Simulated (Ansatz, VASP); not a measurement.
# Lu in VASP and in Ansatz

```
CELL_PARAMETERS angstrom
0.00000 3.70082 3.70082
3.70082 0.00000 3.70082
3.70082 3.70082 0.00000
ATOMIC_POSITIONS crystal
Lu 0.87500 0.87500 0.87500
Lu 0.12500 0.12500 0.12500
```

Change from the starting cell: volume scaled by 1, PAW files.

Alike in both runs: task single point; functional PBE; k mesh 10 × 10 × 10; occupations fermi-dirac, width 0.08 eV; no spin polarisation.

|  | VASP | Ansatz |
| --- | --- | --- |
| version | VASP 6.6.1 | Ansatz 0.2.0 |
| potentials or method | VASP PAW PBE potentials, release 64 (Lu) | PAW with Ansatz's default frozen-core files, scalar-relativistic |
| plane-wave cutoff (eV) | 520 | 420 |
| valence electrons in the cell | 50 | 50 |

Ansatz gave:

| Quantity | Value |
| --- | --- |
| pressure (GPa) | 0.0 |

**Question.** What did VASP give for the same quantities?

**Answer.** Pressure (GPa): 0.1.

With one functional, cell and mesh, what is left measures potentials, basis and numerics.

Spin-orbit coupling is off throughout.
